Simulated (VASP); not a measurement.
Write the native input for VASP 6.6.1 that does the following.

```yaml
Task: single point
Functional: r2SCAN
Potentials_or_basis: VASP PAW PBE potentials, release 64 (Cd, Se)
Cutoff: 550 eV
k_mesh: 6 × 6 × 6
Occupations: gaussian, width 0.01 eV
Spin: no spin polarisation
Dipole_correction: no
Further_INCAR_settings: ALGO = Normal; EDIFF = 1e-06; NBANDS = 16
```

CdSe:

```
Cd Se
1.0
     0.00000    2.94864    2.94864
     2.94864    0.00000    2.94864
     2.94864    2.94864    0.00000
Cd Se
1 1
Direct
  0.00000 0.00000 0.00000
  0.50000 0.50000 0.50000
```

The input as run:

POSCAR

```
CdSe
1.0
    0.0000000000      2.9486394311      2.9486394311
    2.9486394311      0.0000000000      2.9486394311
    2.9486394311      2.9486394311      0.0000000000
Cd Se
1 1
Direct
    0.0000000000      0.0000000000      0.0000000000
    0.5000000000      0.5000000000      0.5000000000
```

INCAR.step1

```
SYSTEM = CdSe
ALGO = Normal ; EDIFF = 1E-5
ENCUT = 550 ; GGA = PE
GGA_COMPAT = .FALSE. ; ISMEAR = 0
LASPH = .TRUE. ; LCHARG = .FALSE.
LREAL = .FALSE. ; LWAVE = .TRUE.
NBANDS = 16 ; NELM = 120
PREC = Accurate ; SIGMA = 0.01
```

INCAR.step2

```
SYSTEM = CdSe
ALGO = Normal ; EDIFF = 1E-6
ENCUT = 550 ; GGA_COMPAT = .FALSE.
ISIF = 2 ; ISMEAR = 0
ISTART = 1 ; LASPH = .TRUE.
LCHARG = .TRUE. ; LELF = .TRUE.
LMIXTAU = .TRUE. ; LREAL = .FALSE.
LVHAR = .TRUE. ; LWAVE = .FALSE.
METAGGA = R2SCAN ; NBANDS = 16
NELM = 120 ; PREC = Accurate
SIGMA = 0.01
```

KPOINTS

```
k-points
0
G
  6 6 6
  0 0 0
```

Potentials or basis: VASP PAW PBE potentials, release 64 (Cd, Se).

Run with:

```bash
$ cat potpaw_PBE.64/Cd/POTCAR potpaw_PBE.64/Se/POTCAR > POTCAR
$ cp INCAR.step1 INCAR
$ mpirun -np 1 vasp_std > vasp.out
$ cp INCAR.step2 INCAR
$ mpirun -np 1 vasp_std > vasp.out
```

Results of the run:

```
Pressure               : -5.7 GPa
Band gap on the k mesh : 0.02 eV (least direct gap 0.87 eV)
```

Caveat: the cell stands under tension; the PAW data sets were made with another functional, which shifts forces and pressure a little.

Wall time 40 s on 1 thread of AMD EPYC 9R45 96-Core Processor (Zen 5), with other jobs on the host, peak memory 0.16 GiB.
